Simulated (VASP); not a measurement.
Al2Cu: single point with PBE

Crystal: Al2Cu.

```xyz
3
Lattice="3.8327 0.0000 0.0000 0.0000 3.8327 0.0000 0.0000 0.0000 2.7309" Properties=species:S:1:pos:R:3 pbc="T T T"
Al    1.9163    0.0000    1.3655
Al    0.0000    1.9163    1.3655
Cu    0.0000    0.0000    0.0000
```

```yaml
Program: VASP 6.6.1
Task: single point
Functional: PBE
Potentials_or_basis: VASP PAW PBE potentials, release 64 (Al, Cu)
Cutoff: 520 eV
k_mesh: 10 × 10 × 14
Occupations: gaussian, width 0.15 eV
Spin: no spin polarisation
```

The pressure is 28.9 GPa.

Stress tensor (GPa, compression positive):
```
29.67  0.00  0.00
 0.00 29.67  0.00
 0.00  0.00 27.29
```

Levels at points of the mesh, in eV from the Fermi level:
| k point | band 6 | band 7 | band 8 | band 9 | band 10 | band 11 | band 12 | band 13 |
| --- | --- | --- | --- | --- | --- | --- | --- | --- |
| (0.00, 0.00, 0.00) | -4.74 | -2.68 | -2.68 | 0.77 | 0.89 | 6.74 | 7.40 | 7.40 |
| (0.50, 0.00, 0.00) | -4.77 | -4.73 | -1.16 | 1.86 | 2.00 | 2.83 | 8.30 | 9.08 |
| (0.50, 0.50, 0.00) | -4.85 | -4.76 | -4.76 | -2.77 | 9.03 | 9.03 | 10.12 | 11.91 |
| (0.00, 0.00, 0.50) | -4.73 | -3.39 | 2.76 | 2.76 | 3.09 | 3.11 | 3.11 | 3.25 |
| (0.50, 0.00, 0.50) | -4.79 | -3.65 | -2.73 | -1.72 | 4.14 | 4.31 | 5.15 | 6.39 |
| (0.50, 0.50, 0.50) | -4.08 | -2.59 | -2.59 | -1.19 | -0.87 | 0.61 | 0.61 | 2.19 |

It took 60 s on 1 thread of Intel(R) Xeon(R) 6975P-C (Granite Rapids) (shared host), peak memory 0.22 GiB.
